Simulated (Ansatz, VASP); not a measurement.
Two plane-wave programs on ZnAu

```
Zn Au
1.0
     3.20036    0.00000    0.00000
     0.00000    3.20036    0.00000
     0.00000    0.00000    3.20036
Zn Au
1 1
Direct
  0.50000 0.50000 0.50000
  0.00000 0.00000 0.00000
```

Alike in both runs: task single point; functional PBE; k mesh 10 × 10 × 10; occupations gaussian, width 0.05 eV; non-collinear spin, spin-orbit coupling.

```csv
,VASP,Ansatz
version,VASP 6.6.1,Ansatz 0.2.0
potentials or method,"VASP PAW PBE potentials, release 64 (Zn, Au), cutoff 520 eV","plane waves, PAW"
valence electrons in the cell,23,31
```

Ansatz gave:

* pressure (GPa): -2.3
* net moment per atom (μB): 0.00

Estimate VASP's values.

pressure (GPa): -1.9; net moment per atom (μB): 0.00.

The functional is the same, so the differences come from potentials, cutoffs and numerics. VASP's potentials hold 23 valence electrons a cell and Ansatz's 31, so a difference there can come from the potentials and not from the codes.
